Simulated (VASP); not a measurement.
# PbS (I4/mmm) in VASP: a series of runs, part 2 of 2

VASP 6.6.1.

### 4 Single point, PBE+D3(BJ) (strain +0.025 along x and y, +0.050 along z)

Input file INCAR:

```
SYSTEM = PbS
  ALGO = Normal
  EDIFF = 1E-6
  ENCUT = 520
  GGA = PE
  ISIF = 2
  ISMEAR = 0
  IVDW = 12
  LASPH = .True.
  LCHARG = .True.
  LELF = .True.
  LREAL = .False.
  LVHAR = .True.
  LWAVE = .False.
  NBANDS = 17
  NELM = 100
  PREC = Accurate
  SIGMA = 0.03
```

Input file KPOINTS:

```
k-points
0
Gamma
  10 10 10
  0 0 0
```

Input file POSCAR:

```
PbS
1.0
    0.0000000000      3.0391250000      3.1132500000
    3.0391250000      0.0000000000      3.1132500000
    3.0391250000      3.0391250000      0.0000000000
Pb S
1 1
Direct
    0.0000000000      0.0000000000      0.0000000000
    0.5000000000      0.5000000000      0.5000000000
```

Potentials or basis: VASP PAW PBE potentials, release 64 (Pb_d, S).

On the command line:

```sh
cat potpaw_PBE.64/Pb_d/POTCAR potpaw_PBE.64/S/POTCAR > POTCAR
mpirun -np 1 vasp_std > vasp.out
```

OUTCAR:

```text
SYSTEM = PbS
   EDIFF = 1E-6
   ENCUT = 520
   GGA = PE
   ISIF = 2
   ISMEAR = 0
   IVDW = 12
   LASPH = .True.
   LREAL = .False.
   NELM = 100
   PREC = Accurate
 IVDW          = 12

 ion  position               nearest neighbor table
   1  0.000  0.000  0.000-   2 3.04   2 3.04   2 3.04   2 3.04   2 3.11   2 3.11
   2  0.500  0.500  0.500-   1 3.04   1 3.04   1 3.04   1 3.04   1 3.11   1 3.11

  LATTYP: Found a body centered tetragonal cell.
 ALAT       =     4.2979717927
 C/A-ratio  =     1.4487065761

  Lattice vectors:

 A1 = (  -3.0391250000,   0.0000000000,   3.1132500000)
 A2 = (   3.0391250000,   0.0000000000,   3.1132500000)
 A3 = (   0.0000000000,   3.0391250000,  -3.1132500000)

Analysis of symmetry for initial positions (statically):
=====================================================================
 Subroutine PRICEL returns:
 Original cell was already a primitive cell.

 Routine SETGRP: Setting up the symmetry group for a
 body centered tetragonal supercell.

 Subroutine GETGRP returns: Found 16 space group operations
 (whereof 16 operations were pure point group operations)
 out of a pool of 16 trial point group operations.

The static configuration has the point symmetry D_4h.

[... 160 lines left out ...]
 E-fermi :   4.6890     XC(G=0):  -9.2310

 val. band max:        4.5322420997   @ k =   0.5000  -0.0000   0.0000
 cond. band min:       5.1920283186   @ k =   0.5000  -0.0000   0.0000
 fundamental gap:      0.6597862189
 Fermi energy:         4.6889879518

 k-point     1 :       0.0000    0.0000    0.0000
  band No.  band energies     occupation
      1     -12.0986      2.00000
      2     -12.0986      2.00000
      3     -12.0891      2.00000
      4     -12.0876      2.00000
      5     -12.0675      2.00000
      6      -8.1703      2.00000
[... 457 lines left out ...]
      4     -12.0691      2.00000
      5     -12.0556      2.00000
      6      -7.2214      2.00000
[... 9 lines left out ...]
     16      15.4149      0.00000
     17      16.1014      0.00000

 [... further k-points ...]

------------------------ aborting loop because EDIFF is reached ----------------------------------------

 Edisp (eV)   -0.63308

 E8    (eV) :    -0.2860

  FORCE on cell =-STRESS in cart. coord.  units (eV):
  Direction    XX          YY          ZZ          XY          YZ          ZX
  --------------------------------------------------------------------------------------
  -------------------------------------------------------------------------------------
  Total      -1.11795    -1.11795    -1.77685     0.00000     0.00000     0.00000
  in kB     -31.14513   -31.14513   -49.50179     0.00000     0.00000     0.00000
  external pressure =      -37.26 kB  Pullay stress =        0.00 kB

 VOLUME and BASIS-vectors are now :
 -----------------------------------------------------------------------------
  energy-cutoff  :      520.00
  volume of cell :       57.51
      direct lattice vectors                 reciprocal lattice vectors
     0.000000000  3.039125000  3.113250000    -0.164521038  0.164521038  0.160603871
     3.039125000  0.000000000  3.113250000     0.164521038 -0.164521038  0.160603871
     3.039125000  3.039125000  0.000000000     0.164521038  0.164521038 -0.160603871

 POSITION                                       TOTAL-FORCE (eV/Angst)
 -----------------------------------------------------------------------------------
      0.00000      0.00000      0.00000         0.000000     -0.000000     -0.000000
      3.03912      3.03912      3.11325        -0.000000      0.000000      0.000000
 -----------------------------------------------------------------------------------
    total drift:                                0.000000     -0.000000     -0.000000

  FREE ENERGIE OF THE ION-ELECTRON SYSTEM (eV)
  ---------------------------------------------------
  free  energy   TOTEN  =        -9.3680010049 eV

  energy  without entropy=       -9.3680010049  energy(sigma->0) =       -9.36800100
```

stdout:

```text
POSCAR found type information on POSCAR PbS
 POSCAR found :  2 types and       2 ions
 scaLAPACK will be used
 LDA part: xc-table for (Slater+PW92), standard interpolation
 POSCAR, INCAR and KPOINTS ok, starting setup
 FFT: planning ... GRIDC
 FFT: planning ... GRID_SOFT
 FFT: planning ... GRID
 WAVECAR not read
 entering main loop
```

Wall time 25 s (1 thread of Intel Xeon 6975P-C (Granite Rapids), shared host); peak memory 0.24 GiB.

What came out:

```yaml
Free_energy: -9.3680 eV
Pressure: -3.7 GPa
Band_gap_on_the_k_mesh: 0.66 eV, direct
Dispersion_energy_per_atom: -0.317 eV
```

Caveat: the cell differs from its parent crystal (strain +0.025 along x and y, +0.050 along z); spin-orbit coupling is left out, which moves the levels of the heavy elements.

### 5 Single point, PBE+D3(BJ) (strain +0.050 along x and y, +0.025 along z)

Input file INCAR:

```
PREC     = Accurate       # precision mode
ENCUT    = 520            # plane-wave cutoff, eV
EDIFF    = 1E-7           # SCF threshold, eV
ISMEAR   = 0              # smearing method
SIGMA    = 0.03           # smearing width, eV
LREAL    = False          # projectors in reciprocal space
LASPH    = True           # aspherical terms in the spheres
NELM     = 60             # most SCF steps
ALGO     = Normal         # electronic algorithm
ISIF     = 2              # what is computed and relaxed
LWAVE    = False          # write WAVECAR
LCHARG   = True           # write CHGCAR
GGA      = PE             # functional
IVDW     = 12             # dispersion correction
LELF     = True           # ELF
LVHAR    = True         
NBANDS   = 17             # bands
```

Input file KPOINTS:

```
regular mesh
0
Gamma
  10 10 10
```

Input file POSCAR:

```
PbS
1.0
    0.0000000000      3.1132500000      3.0391250000
    3.1132500000      0.0000000000      3.0391250000
    3.1132500000      3.1132500000      0.0000000000
Pb S
1 1
Direct
    0.0000000000      0.0000000000      0.0000000000
    0.5000000000      0.5000000000      0.5000000000
```

On the command line:

```sh
cat potpaw_PBE.64/Pb_d/POTCAR potpaw_PBE.64/S/POTCAR > POTCAR
mpirun -np 1 vasp_std > vasp.out
```

Run time: 32 s. Hardware: 1 thread of Intel Xeon 6975P-C (Granite Rapids), shared host; peak memory 0.25 GiB.

The run converged. Its results:

```yaml
Free_energy: -9.3392 eV
Pressure: -2.8 GPa
Band_gap_on_the_k_mesh: 0.72 eV, direct
Dispersion_energy_per_atom: -0.316 eV
```

Stress tensor (GPa, compression positive):
```
-3.43  0.00  0.00
 0.00 -3.43  0.00
 0.00  0.00 -1.63
```

Levels at points of the mesh, in eV from the valence-band top:
```
           k point  band 8  band 9  band 10  band 11  band 12  band 13
(0.00, 0.00, 0.00)   -1.65   -1.46    -1.46     4.77     4.77     5.26
(0.50, 0.00, 0.00)   -1.23   -1.20     0.00     0.72     2.20     2.33
(0.50, 0.50, 0.00)   -4.16   -2.64    -2.64     4.39     5.22     5.22
(0.50, 0.00, 0.50)   -4.11   -2.72    -2.49     4.48     5.12     5.16
```

Caveat: the cell differs from its parent crystal (strain +0.050 along x and y, +0.025 along z); spin-orbit coupling is left out, which moves the levels of the heavy elements. A k mesh can miss the band edges.

### 6 Summary

| cell | gap on the mesh (eV) | pressure (GPa) |
| --- | --- | --- |
| a = 4.299, b = 4.299, c = 4.193 Å, angles 60.8, 60.8, 58.4°, 2 atoms | 0.48 | -2.2 |
| a = 4.246, b = 4.246, c = 4.298 Å, angles 59.6, 59.6, 60.8°, 2 atoms | 0.52 | -2.4 |
| a = 4.351, b = 4.351, c = 4.298 Å, angles 60.4, 60.4, 59.2°, 2 atoms | 0.66 | -3.7 |
| a = 4.351, b = 4.351, c = 4.403 Å, angles 59.6, 59.6, 60.8°, 2 atoms | 0.72 | -2.8 |

Alike in all rows: task single point; level PBE+D3(BJ); potentials or basis VASP PAW PBE potentials, release 64 (Pb_d, S); no spin polarisation; k mesh 10 × 10 × 10; cutoff (eV) 520; smearing gaussian 0.03 eV.

Caveats: spin-orbit coupling is left out, which moves the levels of the heavy elements.

Absolute energies hang on the potentials; compare differences alone.
